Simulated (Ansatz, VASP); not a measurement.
**TlBr: VASP beside Ansatz**

INCAR

```
  PREC = Accurate
  ENCUT = 500
  EDIFF = 1E-6
  ISMEAR = 0
  SIGMA = 0.1
  LREAL = F
  LASPH = T
  NELM = 120
  ALGO = Normal
  ISIF = 2
  LWAVE = F
  LCHARG = F
  GGA = CA
  NBANDS = 17
  GGA_COMPAT = F
```

KPOINTS

```
Automatic mesh
0
Gamma
  4 4 4
```

File POSCAR:

```
TlBr
1.0
    3.9700000000      0.0000000000      0.0000000000
    0.0000000000      3.9700000000      0.0000000000
    0.0000000000      0.0000000000      3.9700000000
Tl Br
1 1
Direct
    0.0000000000      0.0000000000      0.0000000000
    0.5000000000      0.5000000000      0.5000000000
```

Input for Ansatz:

```yaml
crystal:
  lattice:
    - [3.97, 0.0, 0.0]
    - [0.0, 3.97, 0.0]
    - [0.0, 0.0, 3.97]
  atoms:
    - { symbol: Tl, position: [0.0, 0.0, 0.0] }
    - { symbol: Br, position: [0.5, 0.5, 0.5] }
basis:
  ecutwfc: 420
kpoints:
  mp_grid: { grid: [4, 4, 4] }
hamiltonian:
  xc: lda
scf:
  occupations: { method: gaussian, width: 0.1 }
output:
  forces: true
  stress: true
  eigenvalues: true
```

Alike in both runs: task single point; functional LDA; k mesh 4 × 4 × 4; occupations gaussian, width 0.1 eV; no spin polarisation.

|  | VASP | Ansatz |
| --- | --- | --- |
| version | VASP 6.6.1 | Ansatz 0.2.0 |
| potentials or method | VASP PAW LDA potentials, release 64 (Tl_d, Br), cutoff 500 eV | scalar-relativistic, plane waves, PAW |
| valence electrons in the cell | 20 | 20 |

|  | VASP | Ansatz | Ansatz less VASP |
| --- | --- | --- | --- |
| gap on the k mesh at the Fermi level (eV) | 1.62 | 1.64 | +0.020 |
| least direct gap on the mesh (eV) | 1.62 | 1.64 | +0.020 |
| pressure (GPa) | -2.4 | -2.5 | -0.02 |

LDA's correlation is that of Perdew and Zunger in VASP and of Perdew and Wang (1992) in Ansatz.

Neither program's run includes spin-orbit coupling.
